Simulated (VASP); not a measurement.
Input of a VASP 6.6.1 run:

File INCAR:

```
PREC     = Accurate       # precision mode
ENCUT    = 520            # plane-wave cutoff, eV
EDIFF    = 1E-6           # SCF threshold, eV
ISMEAR   = 0              # smearing method
SIGMA    = 0.1            # smearing width, eV
LREAL    = F              # projectors in reciprocal space
LASPH    = T              # aspherical terms in the spheres
NELM     = 80             # most SCF steps
ALGO     = Normal         # electronic algorithm
ISIF     = 2              # what is computed and relaxed
LWAVE    = F              # write WAVECAR
LCHARG   = T              # write CHGCAR
LDIPOL   = T            
IDIPOL   = 3            
DIPOL    = 0.5 0.5 0.343
GGA      = PE             # functional
LELF     = T              # ELF
LVHAR    = T            
LVACPOTAV= T            
NBANDS   = 57             # bands
```

The input KPOINTS:

```
Automatic mesh
0
Gamma
  6 6 1
```

The input POSCAR:

```
Mo6CO
1.0
    4.4695765303      0.0000000000      0.0000000000
   -2.2347882651      3.8707668194      0.0000000000
    0.0000000000      0.0000000000     22.2595667262
Mo C O
6 1 1
Direct
    0.6666666667      0.3333333333      0.1796980170
    0.3333333333      0.6666666667      0.2206848206
    0.0000000000      0.0000000000      0.2616716241
    0.6666666667      0.3333333333      0.2990464568
    0.3333333333      0.6666666667      0.3355219825
    0.0000000000      0.0000000000      0.3710569405
    0.1666666667      0.3333333333      0.5134676190
    0.1666666667      0.3333333333      0.5655800439
```

Potentials or basis: VASP PAW PBE potentials, release 64 (Mo_sv, C, O).

Launch:

```sh
$ cat potpaw_PBE.64/Mo_sv/POTCAR potpaw_PBE.64/C/POTCAR potpaw_PBE.64/O/POTCAR > POTCAR
$ mpirun -np 1 vasp_std > vasp.out
```

**Question.** What does it give for the band gap on the k mesh?

**Answer.** Zero (bands 47 and 48 overlap by 0.05 eV).

**Question.** What does it give for the largest force?

**Answer.** 1.509 eV/Å.

Forces in eV/Å, atoms in the order of the input:
```
Mo   0.000 -0.043  1.441
Mo   0.000  0.026 -0.184
Mo   0.000 -0.022 -1.470
Mo   0.000  0.086 -0.189
Mo   0.000  0.069  0.078
Mo   0.000  0.045  0.511
C    0.000 -0.251  1.318
O    0.000  0.091 -1.507
```
